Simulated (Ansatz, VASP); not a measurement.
TiSnTe3 in VASP and in Ansatz

File INCAR:

```
SYSTEM = TiSnTe3
PREC = Accurate ; ENCUT = 520
EDIFF = 1E-7 ; ISMEAR = 0
SIGMA = 0.1 ; LREAL = .False.
LASPH = .True. ; NELM = 80
ALGO = Normal ; ISIF = 2
LWAVE = .False. ; LCHARG = .True.
GGA = PE ; LELF = .True.
LVHAR = .True. ; NBANDS = 30
```

Contents of KPOINTS:

```
Automatic mesh
0
Gamma
  4 4 2
  0 0 0
```

The input POSCAR:

```
TiSnTe3
1.0
    4.1566927000      0.0000000000      0.0000000000
    0.0000000000      4.1566927000      0.0000000000
    0.0000000000      0.0000000000      8.9201128100
Ti Sn Te
1 1 3
Direct
    0.0000000000      0.0000000000      0.0000000000
    0.0000000000      0.0000000000      0.5000000000
    0.0000000000      0.0000000000      0.7610120300
    0.0000000000      0.0000000000      0.2389879700
    0.5000000000      0.5000000000      0.5000000000
```

Input for Ansatz:

```yaml
crystal:
  lattice:
    - [4.1566927, 0.0, 0.0]
    - [0.0, 4.1566927, 0.0]
    - [0.0, 0.0, 8.92011281]
  atoms:
    - { symbol: Ti, position: [0.0, 0.0, 0.0] }
    - { symbol: Sn, position: [0.0, 0.0, 0.5] }
    - { symbol: Te, position: [0.0, 0.0, 0.76101203] }
    - { symbol: Te, position: [0.0, 0.0, 0.23898797] }
    - { symbol: Te, position: [0.5, 0.5, 0.5] }
basis:
  ecutwfc: 420
kpoints:
  mp_grid: { grid: [4, 4, 2] }
hamiltonian:
  xc: pbe
scf:
  occupations: { method: gaussian, width: 0.1 }
  lower_state_search: "off"
output:
  forces: true
  stress: true
  eigenvalues: true
```

Alike in both runs: task single point; functional PBE; k mesh 4 × 4 × 2; occupations gaussian, width 0.1 eV; no spin polarisation.

```csv
,VASP,Ansatz
version,VASP 6.6.1,Ansatz 0.2.0
potentials or method,"VASP PAW PBE potentials, release 64 (Ti_sv, Sn_d, Te), cutoff 520 eV","scalar-relativistic, plane waves, PAW"
valence electrons in the cell,44,74
```

|  | VASP | Ansatz | Ansatz less VASP |
| --- | --- | --- | --- |
| gap on the k mesh at the Fermi level (eV) | none | none | - |
| rms of the force components (eV/Å) | 0.113 | 0.166 | +0.0526 |

Atom by atom the forces differ by 0.053 eV/Å (rms over components). A gap of «none» marks a metal or a gap that the smearing closes. VASP's potentials hold 44 valence electrons a cell and Ansatz's 74, so a difference there can come from the potentials and not from the codes.

The k mesh is coarse, so the values compare programs but aren't converged. Neither program's run includes spin-orbit coupling.
